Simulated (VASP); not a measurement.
Write the native input for VASP 6.6.1 that does the following.

```
Task                   : single point
Functional             : PBE
Potentials or basis    : VASP PAW PBE potentials, release 64 (Hf_pv)
Cutoff                 : 520 eV
k mesh                 : 17 × 17 × 17
Occupations            : fermi-dirac, width 0.1 eV
Spin                   : no spin polarisation
Dipole correction      : no
Further INCAR settings : ALGO = Fast; EDIFF = 1e-06; NBANDS = 11
```

The structure of Hf lies in POSCAR:

```
Hf
1.0
   -1.7353850000      1.7880950000      1.8403380000
    1.7684040000     -1.7610630000      1.8463250000
    1.7817980000      1.8074760000     -1.8133060000
Hf
1
Direct
   -0.0165250000     -0.0068030000     -0.0104090000
```

One way to write it, as run:

INCAR

```
SYSTEM = Hf
PREC = Accurate
ENCUT = 520
EDIFF = 1E-6
ISMEAR = -1
SIGMA = 0.1
LREAL = .FALSE.
LASPH = .TRUE.
NELM = 100
ALGO = Fast
ISIF = 2
LWAVE = .FALSE.
LCHARG = .TRUE.
GGA = PE
LELF = .TRUE.
LVHAR = .TRUE.
NBANDS = 11
```

KPOINTS

```
regular mesh
0
G
  17 17 17
  0 0 0
```

Potentials or basis: VASP PAW PBE potentials, release 64 (Hf_pv).

Launch:

```bash
$ cat potpaw_PBE.64/Hf_pv/POTCAR > POTCAR
$ mpirun -np 1 vasp_std > vasp.out
```

It gave:

```yaml
Pressure: -4.9 GPa
Band_gap_on_the_k_mesh: zero (band 5 reaches 5.55 eV, above the bottom of band 6 at 3.59 eV)
```

Caveat: spin-orbit coupling is left out, which moves the levels of the heavy elements.

It took 5.5 min on 1 thread of Intel(R) Xeon(R) Platinum 8259CL CPU @ 2.50GHz (Skylake/Cascade Lake), on a shared host, peak memory 0.69 GiB.
